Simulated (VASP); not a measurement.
# Li in VASP: single point with PBE

Aim: the single point of Li with PBE.

Everything below comes from runs of VASP 6.6.1. Logs are shortened: lines on timing, memory, paths and dates and some standing lists are left out, and cuts for length are marked.

### 1 The cell of the first run

The typed cell holds 8 atoms: a = 6.151 Å, b = 6.151 Å, c = 4.272 Å, α = 90.00°, β = 90.00°, γ = 90.00°.

### 2 Single point, PBE

Contents of INCAR:

```
  ALGO = Normal
  EDIFF = 1E-6
  ENCUT = 520
  GGA = PE
  ISIF = 2
  ISMEAR = 0
  LASPH = True
  LCHARG = True
  LELF = True
  LREAL = False
  LVHAR = True
  LWAVE = False
  NBANDS = 22
  NELM = 100
  PREC = Accurate
  SIGMA = 0.1
```

Contents of KPOINTS:

```
k-points
0
Gamma
  6 6 10
```

Contents of POSCAR:

```
Li
1.0
    6.1505566568      0.0000000000      0.0000000000
    0.0000000000      6.1505566568      0.0000000000
    0.0000000000      0.0000000000      4.2721003814
Li
8
Direct
    0.4999958512      0.7499721789      0.0000000000
    0.5000041488      0.2500278211      0.0000000000
    0.7499721789      0.5000041488      0.5000000000
    0.2500278211      0.4999958512      0.5000000000
    0.9999958512      0.7500278211      0.0000000000
    0.0000041488      0.2499721789      0.0000000000
    0.7500278211      0.0000041488      0.5000000000
    0.2499721789      0.9999958512      0.5000000000
```

Potentials or basis: VASP PAW PBE potentials, release 64 (Li_sv).

On the command line:

```sh
$ cat potpaw_PBE.64/Li_sv/POTCAR > POTCAR
$ mpirun -np 1 vasp_std > vasp.out
```

OUTCAR:

```text
EDIFF = 1E-6
   ENCUT = 520
   GGA = PE
   ISIF = 2
   ISMEAR = 0
   LASPH = True
   LREAL = False
   NELM = 100
   PREC = Accurate

 ion  position               nearest neighbor table
   1  0.500  0.750  0.000-
   2  0.500  0.250  0.000-
   3  0.750  0.500  0.500-
   4  0.250  0.500  0.500-
   5  1.000  0.750  0.000-
   6  0.000  0.250  0.000-
   7  0.750  0.000  0.500-
   8  0.250  1.000  0.500-

  LATTYP: Found a simple tetragonal cell.
 ALAT       =     6.1505566568
 C/A-ratio  =     0.6945875991

  Lattice vectors:

 A1 = (   6.1505566568,   0.0000000000,   0.0000000000)
 A2 = (   0.0000000000,   6.1505566568,   0.0000000000)
 A3 = (   0.0000000000,   0.0000000000,   4.2721003814)

Analysis of symmetry for initial positions (statically):
=====================================================================
 Subroutine PRICEL returns:
 Original cell was already a primitive cell.

 Routine SETGRP: Setting up the symmetry group for a
 simple tetragonal supercell.

 Subroutine GETGRP returns: Found 16 space group operations
 (whereof  4 operations were pure point group operations)
 out of a pool of 16 trial point group operations.

The static configuration has the point symmetry C_2h.
 The point group associated with its full space group is D_4h.

Analysis of symmetry for dynamics (positions and initial velocities):
=====================================================================
 Subroutine PRICEL returns:
 Original cell was already a primitive cell.

 Routine SETGRP: Setting up the symmetry group for a
 simple tetragonal supercell.

 Subroutine GETGRP returns: Found 16 space group operations
 (whereof  4 operations were pure point group operations)
 out of a pool of 16 trial point group operations.

The dynamic configuration has the point symmetry C_2h.
 The point group associated with its full space group is D_4h.

 Subroutine INISYM returns: Found 16 space group operations
 (whereof  4 operations are pure point group operations),
 and found     1 'primitive' translations

----------------------------------------------------------------------------------------

                                     Primitive cell

  volume of cell :     161.6108

  direct lattice vectors                    reciprocal lattice vectors
     6.150556657  0.000000000  0.000000000     0.162586910  0.000000000  0.000000000
     0.000000000  6.150556657  0.000000000     0.000000000  0.162586910  0.000000000
     0.000000000  0.000000000  4.272100381     0.000000000  0.000000000  0.234076897

  length of vectors
     6.150556657  6.150556657  4.272100381     0.162586910  0.162586910  0.234076897

  position of ions in fractional coordinates (direct lattice)
     0.499995851  0.749972179  0.000000000
     0.500004149  0.250027821  0.000000000
     0.749972179  0.500004149  0.500000000
     0.250027821  0.499995851  0.500000000
     0.999995851  0.750027821  0.000000000
     0.000004149  0.249972179  0.000000000
     0.750027821  0.000004149  0.500000000
     0.249972179  0.999995851  0.500000000

  ion indices of the primitive-cell ions
   primitive index   ion index
                 1           1
                 2           2
                 3           3
                 4           4
                 5           5
                 6           6
                 7           7
                 8           8

----------------------------------------------------------------------------------------

 KPOINTS: k-points

Automatic generation of k-mesh.
 Grid dimensions read from file:
 generate k-points for:    6    6   10

 Generating k-lattice:

  Cartesian coordinates                     Fractional coordinates (reciprocal lattice)
     0.027097818  0.000000000  0.000000000     0.166666667  0.000000000  0.000000000
     0.000000000  0.027097818  0.000000000     0.000000000  0.166666667  0.000000000
     0.000000000  0.000000000  0.023407690     0.000000000  0.000000000  0.100000000

  Length of vectors
     0.027097818  0.027097818  0.023407690

  Shift w.r.t. Gamma in fractional coordinates (k-lattice)
     0.000000000  0.000000000  0.000000000

 Subroutine IBZKPT returns following result:
 ===========================================

 Found     60 irreducible k-points:

 Following reciprocal coordinates:
            Coordinates               Weight
  0.000000  0.000000  0.000000      1.000000
  0.166667  0.000000  0.000000      4.000000
  0.333333  0.000000  0.000000      4.000000
  0.500000  0.000000  0.000000      2.000000
  0.166667  0.166667  0.000000      4.000000
  0.333333  0.166667  0.000000      8.000000
[... 16 lines left out ...]
  0.333333  0.000000  0.200000      8.000000
  0.500000  0.000000  0.200000      4.000000
 [... further k-points ...]
   k-points           NKPTS =     60   k-points in BZ     NKDIM =     60   number of bands    NBANDS=     22
   number of dos      NEDOS =    301   number of ions     NIONS =      8
   total plane-waves  NPLWV =  73728
   dimension x,y,z NGX =    48 NGY =   48 NGZ =   32
   dimension x,y,z NGXF=    96 NGYF=   96 NGZF=   64
   ions per type =               8
   NGX,Y,Z   is equivalent  to a cutoff of  12.97, 12.97, 12.45 a.u.
   NGXF,Y,Z  is equivalent  to a cutoff of  25.95, 25.95, 24.91 a.u.
 SYSTEM =  unknown system
   PREC   = accura    normal or accurate (medium, high low for compatibility)
   ISTART =      0    job   : 0-new  1-cont  2-samecut
   ICHARG =      2    charge: 1-file 2-atom 10-const
   ISPIN  =      1    spin polarized calculation?
   LNONCOLLINEAR =      F non collinear calculations
   LSORBIT =      F    spin-orbit coupling
   LASPH  =      T    aspherical Exc in radial PAW
   ENCUT  =  520.0 eV  38.22 Ry    6.18 a.u.  11.44 11.44  7.94*2*pi/ulx,y,z
   NELM   =    100;   NELMIN=  2; NELMDL= -5     # of ELM steps
   EDIFF  = 0.1E-05   stopping-criterion for ELM
   LREAL  =      F    real-space projection
   EDIFFG = 0.1E-04   stopping-criterion for IOM
   NSW    =      0    number of steps for IOM
   IBRION =     -1    ionic relax: 0-MD 1-quasi-New 2-CG
   NFREE  =      0    steps in history (QN), initial steepest desc. (CG)
   ISIF   =      2    stress and relaxation
   ISYM   =      2    0-nonsym 1-usesym 2-fastsym
   POTIM  = 0.5000    time-step for ionic-motion
   TEBEG  =    0.0;   TEEND  =   0.0 temperature during run
   PSTRESS=    0.0 pullay stress
   NELECT =      24.0000    total number of electrons
   NUPDOWN=      -1.0000    fix difference up-down
   EMIN   =  10.00;   EMAX   =-10.00  energy-range for DOS
   EFERMI =   0.00;   METHOD = LEGACY
   ISMEAR =     0;   SIGMA  =   0.10  broadening in eV -4-tet -1-fermi 0-gaus
   EFERMI_NEDOS =   21; number of points for ismear=-14 and -15
   IALGO  =     38    algorithm
   IMIX   =      4    mixing-type and parameters
     AMIX     =   0.40;   BMIX     =  1.00
     AMIX_MAG =   1.60;   BMIX_MAG =  1.00
  volume/ion in A,a.u.               =      20.20       136.33
  Fermi-wavevector in a.u.,A,eV,Ry     =   0.866939  1.638277 10.225908  0.751583
  Thomas-Fermi vector in A             =   1.985401
   LORBIT       =      0    0 simple, 1 ext, 2 COOP (PROOUT), +10 PAW based schemes
   GGA     = PE    functional components
   LHFCALC =     F    Hartree Fock is set to
   AEXX    =    0.0000 exact exchange contribution
   IVDW    =     0    specifies the selected vdW correction
   LEPSILON=     F    determine dielectric tensor
   LRPA    =     F    only Hartree local field effects (RPA)
 non-spin polarized calculation
 Gauss-broadening in eV      SIGMA  =   0.10
  energy-cutoff  :      520.00
  volume of cell :      161.61
 maximum number of plane-waves:      4420
 NGX is ok and might be reduce to    48
   NGX = 23   NGY = 23   NGZ = 15

 number of electron      24.0000002 magnetization

 Free energy of the ion-electron system (eV)
  ---------------------------------------------------
  ext. energy  EPLUGINS =         0.00000000
  ---------------------------------------------------
  free energy    TOTEN  =       -15.26812694 eV

  energy without entropy =      -15.25276633  energy(sigma->0) =      -15.26044663

 E-fermi :   0.6180     XC(G=0):  -7.0525

 val. band max:        0.6170569325   @ k =   0.0000   0.0000   0.5000
 cond. band min:       0.6464874100   @ k =   0.5000   0.3333   0.5000
 fundamental gap:      0.0294304774
 Fermi energy:         0.6180378931

 k-point     1 :       0.0000    0.0000    0.0000
  band No.  band energies     occupation
      1     -45.8877      2.00000
      2     -45.8696      2.00000
      3     -45.8696      2.00000
      4     -45.8696      2.00000
      5     -45.8696      2.00000
      6     -45.8641      2.00000
[... 14 lines left out ...]
     21       6.2036      0.00000
     22       6.2045      0.00000

 k-point     2 :       0.1667    0.0000    0.0000
  band No.  band energies     occupation
      1     -45.8869      2.00000
      2     -45.8732      2.00000
      3     -45.8692      2.00000
      4     -45.8692      2.00000
      5     -45.8667      2.00000
      6     -45.8644      2.00000
[... 14 lines left out ...]
     21       6.3086      0.00000
     22       6.3086      0.00000

 k-point     3 :       0.3333    0.0000    0.0000
  band No.  band energies     occupation
      1     -45.8847      2.00000
      2     -45.8773      2.00000
      3     -45.8682      2.00000
      4     -45.8682      2.00000
      5     -45.8655      2.00000
      6     -45.8655      2.00000
[... 14 lines left out ...]
     21       6.6218      0.00000
     22       6.6218      0.00000

 k-point     4 :       0.5000    0.0000    0.0000
  band No.  band energies     occupation
      1     -45.8813      2.00000
      2     -45.8813      2.00000
      3     -45.8668      2.00000
      4     -45.8668      2.00000
      5     -45.8668      2.00000
      6     -45.8668      2.00000
[... 14 lines left out ...]
     21       7.1372      0.00000
     22       7.1376      0.00000

 k-point     5 :       0.1667    0.1667    0.0000
  band No.  band energies     occupation
      1     -45.8862      2.00000
      2     -45.8728      2.00000
      3     -45.8727      2.00000
      4     -45.8665      2.00000
      5     -45.8665      2.00000
      6     -45.8657      2.00000
[... 14 lines left out ...]
     21       6.6608      0.00000
     22       7.3942      0.00000

 k-point     6 :       0.3333    0.1667    0.0000
  band No.  band energies     occupation
      1     -45.8839      2.00000
      2     -45.8767      2.00000
      3     -45.8714      2.00000
      4     -45.8674      2.00000
      5     -45.8658      2.00000
      6     -45.8646      2.00000
[... 14 lines left out ...]
     21       6.6521      0.00000
     22       6.7086      0.00000

 k-point     7 :       0.5000    0.1667    0.0000
  band No.  band energies     occupation
      1     -45.8806      2.00000
      2     -45.8806      2.00000
      3     -45.8695      2.00000
      4     -45.8695      2.00000
      5     -45.8649      2.00000
      6     -45.8649      2.00000
[... 324 lines left out ...]
      6     -45.8637      2.00000
[... 14 lines left out ...]
     21       5.8590      0.00000
     22       5.8592      0.00000

 k-point    21 :       0.0000    0.0000    0.2000
  band No.  band energies     occupation
      1     -45.8853      2.00000
      2     -45.8696      2.00000
      3     -45.8696      2.00000
      4     -45.8696      2.00000
      5     -45.8696      2.00000
      6     -45.8653      2.00000
[... 14 lines left out ...]
     21       5.1627      0.00000
     22       5.1627      0.00000

 k-point    22 :       0.1667    0.0000    0.2000
  band No.  band energies     occupation
      1     -45.8846      2.00000
      2     -45.8726      2.00000
      3     -45.8692      2.00000
      4     -45.8692      2.00000
      5     -45.8674      2.00000
      6     -45.8652      2.00000
[... 14 lines left out ...]
     21       5.4106      0.00000
     22       6.1914      0.00000

 k-point    23 :       0.3333    0.0000    0.2000
  band No.  band energies     occupation
      1     -45.8826      2.00000
      2     -45.8761      2.00000
      3     -45.8682      2.00000
      4     -45.8682      2.00000
      5     -45.8660      2.00000
      6     -45.8654      2.00000
[... 14 lines left out ...]
     21       5.6099      0.00000
     22       6.0846      0.00000

 k-point    24 :       0.5000    0.0000    0.2000
  band No.  band energies     occupation
      1     -45.8796      2.00000
      2     -45.8796      2.00000
      3     -45.8668      2.00000
      4     -45.8668      2.00000
      5     -45.8668      2.00000
      6     -45.8668      2.00000
[... 14 lines left out ...]
     21       5.4598      0.00000
     22       5.4598      0.00000

 [... further k-points ...]
[... 5 lines left out ...]
  --------------------------------------------------------------------------------------
  -------------------------------------------------------------------------------------
  Total       -0.0675044     -0.0675044     -0.0601677      0.0000000     -0.0000000      0.0000000
  in kB       -0.6692250     -0.6692250     -0.5964908      0.0000000     -0.0000000      0.0000000
  external PRESSURE =      -0.6449803 kB  Pullay stress =       0.0000000 kB

 VOLUME and BASIS-vectors are now :
 -----------------------------------------------------------------------------
  energy-cutoff  :      520.00
  volume of cell :      161.61
      direct lattice vectors                 reciprocal lattice vectors
     6.150556657  0.000000000  0.000000000     0.162586910  0.000000000  0.000000000
     0.000000000  6.150556657  0.000000000     0.000000000  0.162586910  0.000000000
     0.000000000  0.000000000  4.272100381     0.000000000  0.000000000  0.234076897

 POSITION                                       TOTAL-FORCE (eV/Angst)
 -----------------------------------------------------------------------------------
      3.07525      4.61275      0.00000         0.000014      0.000523      0.000000
      3.07530      1.53781      0.00000        -0.000014     -0.000523     -0.000000
      4.61275      3.07530      2.13605         0.000523     -0.000014     -0.000000
      1.53781      3.07525      2.13605        -0.000523      0.000014      0.000000
      6.15053      4.61309      0.00000         0.000014     -0.000523      0.000000
      0.00003      1.53747      0.00000        -0.000014      0.000523     -0.000000
      4.61309      0.00003      2.13605        -0.000523     -0.000014      0.000000
      1.53747      6.15053      2.13605         0.000523      0.000014     -0.000000
 -----------------------------------------------------------------------------------
    total drift:                                0.000000     -0.000000     -0.000000

  FREE ENERGIE OF THE ION-ELECTRON SYSTEM (eV)
  ---------------------------------------------------
  free  energy   TOTEN  =       -15.2681269358 eV

  energy  without entropy=      -15.2527663308  energy(sigma->0) =      -15.26044663
```

Wall time 1.8 min (1 thread of Intel Xeon Platinum 8488C (Sapphire Rapids), shared host); peak memory 0.32 GiB.

Results:

| Property | Result |
| --- | --- |
| Free energy | -15.2681 eV |
| Band gap on the k mesh | zero (band 12 reaches 1.19 eV, above the bottom of band 13 at 0.04 eV) |

Levels at points of the mesh, in eV from the Fermi level:
| k point | band 9 | band 10 | band 11 | band 12 | band 13 | band 14 | band 15 | band 16 |
| --- | --- | --- | --- | --- | --- | --- | --- | --- |
| (0.00, 0.00, 0.00) | -3.55 | -0.58 | -0.58 | -0.58 | -0.58 | 1.47 | 1.47 | 1.70 |
| (0.50, 0.00, 0.00) | -2.81 | -2.81 | 0.17 | 0.17 | 0.17 | 0.17 | 2.68 | 2.68 |
| (0.50, 0.50, 0.00) | -2.06 | -2.06 | -2.06 | -2.06 | 3.42 | 3.42 | 3.42 | 3.42 |
| (0.00, 0.00, 0.50) | -2.00 | -2.00 | 0.00 | 0.00 | 0.00 | 0.00 | 2.95 | 2.95 |
| (0.50, 0.00, 0.50) | -1.29 | -1.29 | -1.29 | -1.29 | 0.97 | 0.97 | 0.97 | 0.97 |
| (0.50, 0.50, 0.50) | -0.53 | -0.53 | -0.53 | -0.53 | -0.53 | -0.53 | -0.53 | -0.53 |

Caveat: the cutoff is under 1.25 times the usual one of these potentials, so pressure, stress and relaxed cells hold a basis-set (Pulay) error.
